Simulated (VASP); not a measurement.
# In (P6_3/mmc) in VASP: notebook

Aim: see how the results for In move with the level of theory and the settings. Levels: revPBE+D3(BJ), BLYP+D3(BJ), PBE0. Tasks: single point, relaxation of cell and atoms.

Everything below comes from runs of VASP 6.6.1. Logs are shortened: lines on timing, memory, paths and dates and some standing lists are left out, and cuts for length are marked.

### Step 1. The cell of the first run

Symmetry: P6_3/mmc, No. 194, hexagonal system. Conventional cell: a = 3.316 Å, b = 3.316 Å, c = 5.409 Å, α = 90.00°, β = 90.00°, γ = 120.00°. Within 4.4 Å of In (site symmetry -6m2) lie 12 In at 3.31 to 3.32 Å.

This isn't the form of In at room conditions, which is tetragonal.

### Step 2. Single point, revPBE+D3(BJ)

Input file INCAR:

```
ALGO     = Normal         # electronic algorithm
EDIFF    = 1E-6           # SCF threshold, eV
ENCUT    = 520            # plane-wave cutoff, eV
GGA      = RE             # functional
ISIF     = 2              # what is computed and relaxed
ISMEAR   = -1             # smearing method
IVDW     = 12             # dispersion correction
LASPH    = True           # aspherical terms in the spheres
LCHARG   = False          # write CHGCAR
LREAL    = False          # projectors in reciprocal space
LWAVE    = False          # write WAVECAR
NBANDS   = 20             # bands
NELM     = 60             # most SCF steps
PREC     = Accurate       # precision mode
SIGMA    = 0.05           # smearing width, eV
```

Input file KPOINTS:

```
k-points
0
Gamma
  9 9 5
```

Input file POSCAR:

```
In
1.0
    3.3160365845      0.0000000000      0.0000000000
   -1.6580182922      2.8717719220      0.0000000000
    0.0000000000      0.0000000000      5.4092075073
In
2
Direct
    0.6666666667      0.3333333333      0.7500000000
    0.3333333333      0.6666666667      0.2500000000
```

Potentials or basis: VASP PAW PBE potentials, release 64 (In_d).

Command:

```bash
$ cat potpaw_PBE.64/In_d/POTCAR > POTCAR
$ mpirun -np 1 vasp_std > vasp.out
```

OUTCAR:

```text
EDIFF = 1E-6
   ENCUT = 520
   GGA = RE
   ISIF = 2
   ISMEAR = -1
   IVDW = 12
   LASPH = True
   LREAL = False
   NELM = 60
   PREC = Accurate
 IVDW          = 12

 ion  position               nearest neighbor table
   1  0.667  0.333  0.750-   2 3.31   2 3.31   2 3.31   2 3.31   2 3.31   2 3.31
   2  0.333  0.667  0.250-   1 3.31   1 3.31   1 3.31   1 3.31   1 3.31   1 3.31

  LATTYP: Found a hexagonal cell.
 ALAT       =     3.3160365845
 C/A-ratio  =     1.6312267279

  Lattice vectors:

 A1 = (   3.3160365845,   0.0000000000,   0.0000000000)
 A2 = (  -1.6580182922,   2.8717719220,   0.0000000000)
 A3 = (   0.0000000000,   0.0000000000,   5.4092075073)

Analysis of symmetry for initial positions (statically):
=====================================================================
 Subroutine PRICEL returns:
 Original cell was already a primitive cell.

 Routine SETGRP: Setting up the symmetry group for a
 hexagonal supercell.

 Subroutine GETGRP returns: Found 24 space group operations
 (whereof 12 operations were pure point group operations)
 out of a pool of 24 trial point group operations.

The static configuration has the point symmetry D_3d.
 The point group associated with its full space group is D_6h.

Analysis of symmetry for dynamics (positions and initial velocities):
=====================================================================
 Subroutine PRICEL returns:
 Original cell was already a primitive cell.

 Routine SETGRP: Setting up the symmetry group for a
 hexagonal supercell.

 Subroutine GETGRP returns: Found 24 space group operations
 (whereof 12 operations were pure point group operations)
 out of a pool of 24 trial point group operations.

The dynamic configuration has the point symmetry D_3d.
 The point group associated with its full space group is D_6h.

 Subroutine INISYM returns: Found 24 space group operations
 (whereof 12 operations are pure point group operations),
 and found     1 'primitive' translations

----------------------------------------------------------------------------------------

                                     Primitive cell

  volume of cell :      51.5113

  direct lattice vectors                    reciprocal lattice vectors
     3.316036584  0.000000000  0.000000000     0.301564827  0.174108534  0.000000000
    -1.658018292  2.871771922  0.000000000     0.000000000  0.348217068  0.000000000
     0.000000000  0.000000000  5.409207507     0.000000000  0.000000000  0.184869965

  length of vectors
     3.316036584  3.316036584  5.409207507     0.348217068  0.348217068  0.184869965

  position of ions in fractional coordinates (direct lattice)
     0.666666667  0.333333333  0.750000000
     0.333333333  0.666666667  0.250000000

  ion indices of the primitive-cell ions
   primitive index   ion index
                 1           1
                 2           2

----------------------------------------------------------------------------------------

 KPOINTS: k-points

Automatic generation of k-mesh.
 Grid dimensions read from file:
 generate k-points for:    9    9    5

 Generating k-lattice:

  Cartesian coordinates                     Fractional coordinates (reciprocal lattice)
     0.033507203  0.019345393  0.000000000     0.111111111  0.000000000  0.000000000
     0.000000000  0.038690785  0.000000000     0.000000000  0.111111111  0.000000000
     0.000000000  0.000000000  0.036973993     0.000000000  0.000000000  0.200000000

  Length of vectors
     0.038690785  0.038690785  0.036973993

  Shift w.r.t. Gamma in fractional coordinates (k-lattice)
     0.000000000  0.000000000  0.000000000

 Subroutine IBZKPT returns following result:
 ===========================================

 Found     36 irreducible k-points:

 Following reciprocal coordinates:
            Coordinates               Weight
  0.000000  0.000000  0.000000      1.000000
  0.111111 -0.000000  0.000000      6.000000
  0.222222  0.000000  0.000000      6.000000
  0.333333  0.000000  0.000000      6.000000
  0.444444  0.000000  0.000000      6.000000
  0.111111  0.111111  0.000000      6.000000
[... 16 lines left out ...]
  0.333333  0.222222  0.200000     24.000000
  0.333333  0.333333  0.200000      4.000000
 [... further k-points ...]
   k-points           NKPTS =     36   k-points in BZ     NKDIM =     36   number of bands    NBANDS=     20
   number of dos      NEDOS =    301   number of ions     NIONS =      2
   total plane-waves  NPLWV =  31360
   dimension x,y,z NGX =    28 NGY =   28 NGZ =   40
   dimension x,y,z NGXF=    56 NGYF=   56 NGZF=   80
   ions per type =               2
   NGX,Y,Z   is equivalent  to a cutoff of  14.04, 14.04, 12.29 a.u.
   NGXF,Y,Z  is equivalent  to a cutoff of  28.07, 28.07, 24.59 a.u.
 SYSTEM =  unknown system
   PREC   = accura    normal or accurate (medium, high low for compatibility)
   ISTART =      0    job   : 0-new  1-cont  2-samecut
   ICHARG =      2    charge: 1-file 2-atom 10-const
   ISPIN  =      1    spin polarized calculation?
   LNONCOLLINEAR =      F non collinear calculations
   LSORBIT =      F    spin-orbit coupling
   LASPH  =      T    aspherical Exc in radial PAW
   ENCUT  =  520.0 eV  38.22 Ry    6.18 a.u.   6.17  6.17 10.06*2*pi/ulx,y,z
   NELM   =     60;   NELMIN=  2; NELMDL= -5     # of ELM steps
   EDIFF  = 0.1E-05   stopping-criterion for ELM
   LREAL  =      F    real-space projection
   EDIFFG = 0.1E-04   stopping-criterion for IOM
   NSW    =      0    number of steps for IOM
   IBRION =     -1    ionic relax: 0-MD 1-quasi-New 2-CG
   NFREE  =      0    steps in history (QN), initial steepest desc. (CG)
   ISIF   =      2    stress and relaxation
   ISYM   =      2    0-nonsym 1-usesym 2-fastsym
   POTIM  = 0.5000    time-step for ionic-motion
   TEBEG  =    0.0;   TEEND  =   0.0 temperature during run
   PSTRESS=    0.0 pullay stress
   NELECT =      26.0000    total number of electrons
   NUPDOWN=      -1.0000    fix difference up-down
   EMIN   =  10.00;   EMAX   =-10.00  energy-range for DOS
   EFERMI =   0.00;   METHOD = LEGACY
   ISMEAR =    -1;   SIGMA  =   0.05  broadening in eV -4-tet -1-fermi 0-gaus
   EFERMI_NEDOS =   21; number of points for ismear=-14 and -15
   IALGO  =     38    algorithm
   IMIX   =      4    mixing-type and parameters
     AMIX     =   0.40;   BMIX     =  1.00
     AMIX_MAG =   1.60;   BMIX_MAG =  1.00
  volume/ion in A,a.u.               =      25.76       173.81
  Fermi-wavevector in a.u.,A,eV,Ry     =   1.303462  2.463186 23.116471  1.699013
  Thomas-Fermi vector in A             =   2.434462
   LORBIT       =      0    0 simple, 1 ext, 2 COOP (PROOUT), +10 PAW based schemes
   GGA     = RE    functional components
   LHFCALC =     F    Hartree Fock is set to
   AEXX    =    0.0000 exact exchange contribution
   IVDW    =    12    specifies the selected vdW correction
   LEPSILON=     F    determine dielectric tensor
   LRPA    =     F    only Hartree local field effects (RPA)
 non-spin polarized calculation
  energy-cutoff  :      520.00
  volume of cell :       51.51
 maximum number of plane-waves:      1398
 NGX is ok and might be reduce to    28
   NGX = 13   NGY = 13   NGZ = 21

 number of electron      25.9999994 magnetization

 Free energy of the ion-electron system (eV)
  ---------------------------------------------------
  ext. energy  EPLUGINS =         0.00000000
  ---------------------------------------------------
  free energy    TOTEN  =        -4.43008913 eV

  energy without entropy =       -4.42110504  energy(sigma->0) =       -4.42559709

 E-fermi :   7.8525     XC(G=0): -10.2617

 val. band max:        7.7859773942   @ k =   0.3333   0.2222   0.2000
 cond. band min:       7.9329110436   @ k =   0.3333   0.1111   0.4000
 fundamental gap:      0.1469336493
 Fermi energy:         7.8524778609

 k-point     1 :       0.0000    0.0000    0.0000
  band No.  band energies     occupation
      1      -6.9656      2.00000
      2      -6.8925      2.00000
      3      -6.8713      2.00000
      4      -6.8713      2.00000
      5      -6.8409      2.00000
      6      -6.8409      2.00000
[... 12 lines left out ...]
     19      18.6942      0.00000
     20      19.1860      0.00000

 k-point     2 :       0.1111   -0.0000    0.0000
  band No.  band energies     occupation
      1      -6.9562      2.00000
      2      -6.9040      2.00000
      3      -6.8494      2.00000
      4      -6.8358      2.00000
      5      -6.8306      2.00000
      6      -6.8073      2.00000
[... 12 lines left out ...]
     19      18.8433      0.00000
     20      20.0129      0.00000

 k-point     3 :       0.2222    0.0000    0.0000
  band No.  band energies     occupation
      1      -6.9983      2.00000
      2      -6.8826      2.00000
      3      -6.8524      2.00000
      4      -6.8374      2.00000
      5      -6.8237      2.00000
      6      -6.7505      2.00000
[... 12 lines left out ...]
     19      18.1297      0.00000
     20      19.4681      0.00000

 k-point     4 :       0.3333    0.0000    0.0000
  band No.  band energies     occupation
      1      -7.0575      2.00000
      2      -6.9271      2.00000
      3      -6.9060      2.00000
      4      -6.8580      2.00000
      5      -6.7773      2.00000
      6      -6.7195      2.00000
[... 12 lines left out ...]
     19      17.0519      0.00000
     20      18.5784      0.00000

 k-point     5 :       0.4444    0.0000    0.0000
  band No.  band energies     occupation
      1      -7.0955      2.00000
      2      -6.9793      2.00000
      3      -6.9277      2.00000
      4      -6.8790      2.00000
      5      -6.7490      2.00000
      6      -6.7368      2.00000
[... 12 lines left out ...]
     19      16.4376      0.00000
     20      18.0886      0.00000
[... 353 lines left out ...]
      6      -6.6841      2.00000
[... 12 lines left out ...]
     19      17.4689      0.00000
     20      17.5619      0.00000

 k-point    22 :       0.2222    0.2222    0.2000
  band No.  band energies     occupation
      1      -6.9676      2.00000
      2      -6.9242      2.00000
      3      -6.8946      2.00000
      4      -6.8882      2.00000
      5      -6.7872      2.00000
      6      -6.7306      2.00000
[... 12 lines left out ...]
     19      16.6212      0.00000
     20      19.7463      0.00000

 k-point    23 :       0.3333    0.2222    0.2000
  band No.  band energies     occupation
      1      -6.9843      2.00000
      2      -6.9442      2.00000
      3      -6.8921      2.00000
      4      -6.8428      2.00000
      5      -6.8044      2.00000
      6      -6.7093      2.00000
[... 12 lines left out ...]
     19      15.7800      0.00000
     20      20.7528      0.00000

 k-point    24 :       0.3333    0.3333    0.2000
  band No.  band energies     occupation
      1      -6.9817      2.00000
      2      -6.8995      2.00000
      3      -6.8995      2.00000
      4      -6.7719      2.00000
      5      -6.7719      2.00000
      6      -6.7709      2.00000
[... 12 lines left out ...]
     19      14.5989      0.00000
     20      22.6248      0.00000

 [... further k-points ...]

------------------------ aborting loop because EDIFF is reached ----------------------------------------

 Edisp (eV)   -1.24429

 E8    (eV) :    -0.9216

  FORCE on cell =-STRESS in cart. coord.  units (eV):
  Direction    XX          YY          ZZ          XY          YZ          ZX
  --------------------------------------------------------------------------------------
  -------------------------------------------------------------------------------------
  Total      -0.00994    -0.00994    -0.01783    -0.00000    -0.00000     0.00000
  in kB      -0.30920    -0.30920    -0.55459    -0.00000    -0.00000     0.00000
  external pressure =       -0.39 kB  Pullay stress =        0.00 kB

 VOLUME and BASIS-vectors are now :
 -----------------------------------------------------------------------------
  energy-cutoff  :      520.00
  volume of cell :       51.51
      direct lattice vectors                 reciprocal lattice vectors
     3.316036584  0.000000000  0.000000000     0.301564827  0.174108534  0.000000000
    -1.658018292  2.871771922  0.000000000     0.000000000  0.348217068  0.000000000
     0.000000000  0.000000000  5.409207507     0.000000000  0.000000000  0.184869965

 POSITION                                       TOTAL-FORCE (eV/Angst)
 -----------------------------------------------------------------------------------
      1.65802      0.95726      4.05691        -0.000000      0.000000      0.000000
     -0.00000      1.91451      1.35230         0.000000     -0.000000      0.000000
 -----------------------------------------------------------------------------------
    total drift:                               -0.000000      0.000000     -0.000000

  FREE ENERGIE OF THE ION-ELECTRON SYSTEM (eV)
  ---------------------------------------------------
  free  energy   TOTEN  =        -5.6743779869 eV

  energy  without entropy=       -5.6653938916  energy(sigma->0) =       -5.66988594
```

It took 28 s on 1 thread of AMD EPYC 7R43 (Zen 3), shared host; peak memory 0.17 GiB.

Results:

| Property | Result |
| --- | --- |
| Free energy | -5.6744 eV |
| Pressure | 0.0 GPa |
| Band gap on the k mesh | zero (bands 13 and 14 overlap by 4.27 eV) |
| Dispersion energy per atom | -0.622 eV |

Caveat: the PAW data sets were made with another functional, which shifts forces and pressure a little; spin-orbit coupling is left out, which moves the levels of the heavy elements.

### Step 3. Single point, BLYP+D3(BJ)

This run uses another cell than the first one, of 27.10 Å³/atom.

Input file INCAR:

```
PREC = Accurate ; ENCUT = 520
EDIFF = 1E-6 ; ISMEAR = -1
SIGMA = 0.05 ; LREAL = F
LASPH = T ; NELM = 100
ALGO = Normal ; ISIF = 2
LWAVE = F ; LCHARG = F
GGA = B5 ; ALDAX = 1.0
AGGAX = 1.0 ; AGGAC = 1.0
ALDAC = 0.0 ; IVDW = 12
VDW_S6 = 1.0 ; VDW_S8 = 2.6996
VDW_A1 = 0.4298 ; VDW_A2 = 4.2359
NBANDS = 20
```

Input file KPOINTS:

```
regular mesh
0
Gamma
  9 9 5
```

Input file POSCAR:

```
In
1.0
    3.2679442282      0.0000000000      0.0000000000
   -1.6339721141      2.8301227198      0.0000000000
    0.0000000000      0.0000000000      5.8607162278
In
2
Direct
    0.6666666667      0.3333333333      0.7500000000
    0.3333333333      0.6666666667      0.2500000000
```

Potentials or basis: VASP PAW PBE potentials, release 64 (In_d).

Command:

```bash
$ cat potpaw_PBE.64/In_d/POTCAR > POTCAR
$ mpirun -np 1 vasp_std > vasp.out
```

Run time: 36 s. Hardware: 1 thread of AMD EPYC 7R43 (Zen 3), shared host; peak memory 0.16 GiB.

The run converged. Its results:

| Item | Value |
| --- | --- |
| Free energy | -5.1928 eV |
| Pressure | 0.0 GPa |
| Band gap on the k mesh | zero (bands 13 and 14 overlap by 3.57 eV) |
| Dispersion energy per atom | -0.791 eV |

Levels at points of the mesh, in eV from the Fermi level:
```tsv
k point	band 10	band 11	band 12	band 13	band 14	band 15	band 16	band 17
(0.00, 0.00, 0.00)	-14.46	-9.38	-5.43	-3.42	7.98	9.06	9.06	10.67
```

Caveat: the PAW data sets were made with another functional, which shifts forces and pressure a little; spin-orbit coupling is left out, which moves the levels of the heavy elements.

### Step 4. Relaxation of cell and atoms, revPBE+D3(BJ)

This run uses another cell than the first one, of 26.54 Å³/atom.

Input file INCAR:

```
SYSTEM = In
PREC = Accurate
ENCUT = 600
EDIFF = 1E-6
ISMEAR = -1
SIGMA = 0.05
LREAL = .False.
LASPH = .True.
NELM = 60
ALGO = Fast
ISIF = 3
LWAVE = .False.
LCHARG = .False.
GGA = RE
IVDW = 12
IBRION = 2
NSW = 60
EDIFFG = -0.01
```

Input file KPOINTS:

```
regular mesh
0
Gamma
  9 9 5
  0 0 0
```

Input file POSCAR:

```
In
1.0
    3.3354847820      0.0000000000      0.0000000000
   -1.6677423910      2.8886145552      0.0000000000
    0.0000000000      0.0000000000      5.5091429200
In
2
Direct
    0.6666666667      0.3333333333      0.7500000000
    0.3333333333      0.6666666667      0.2500000000
```

Command:

```bash
$ cat potpaw_PBE.64/In_d/POTCAR > POTCAR
$ mpirun -np 1 vasp_std > vasp.out
```

It took 2.7 min on 1 thread of AMD EPYC 7R43 (Zen 3), shared host; peak memory 0.19 GiB.

It converged, with:

```yaml
Free_energy: -5.6742 eV
Relaxed_volume: 25.80 Å³/atom
Relaxed_cell: a = 3.318 Å, b = 3.318 Å, c = 5.412 Å, α = 90.00°, β = 90.00°, γ = 120.00°
Space_group_after_relaxing_to_0.1_Å: P6_3/mmc (No. 194)
Energy_gained_by_relaxing: 3.1 meV/atom
Ionic_steps: 7
Pressure_after_relaxing: -0.1 GPa
Band_gap_on_the_k_mesh: zero (bands 13 and 14 overlap by 4.26 eV)
Dispersion_energy_per_atom: -0.621 eV
```

Step by step:
```
step  energy change (eV)  largest force (eV/Å)  pressure (GPa)  volume (Å³)
   1              0.0000                0.0000           -1.16        53.08
   2             -0.0056                0.0000            0.19        51.62
   3             -0.0055                0.0000           -0.12        51.73
   4             -0.0056                0.0000           -0.07        51.67
   5             -0.0061                0.0000           -0.06        51.64
   6             -0.0062                0.0000           -0.04        51.59
   7             -0.0063                0.0000           -0.05        51.61
```

Final structure:
```
In
1.0
     3.31830    0.00000    0.00000
    -1.65915    2.87373    0.00000
     0.00000    0.00000    5.41206
In
2
Cartesian
  1.6592 0.9579 4.0590
  0.0000 1.9158 1.3530
```

Levels at points of the mesh, in eV from the Fermi level:
| k point | band 10 | band 11 | band 12 | band 13 | band 14 | band 15 | band 16 | band 17 |
| --- | --- | --- | --- | --- | --- | --- | --- | --- |
| (0.00, 0.00, 0.00) | -14.43 | -9.69 | -4.35 | -3.49 | 8.40 | 8.40 | 10.26 | 10.26 |

Caveat: the PAW data sets were made with another functional, which shifts forces and pressure a little; spin-orbit coupling is left out, which moves the levels of the heavy elements.

[end of part 1 of 2]
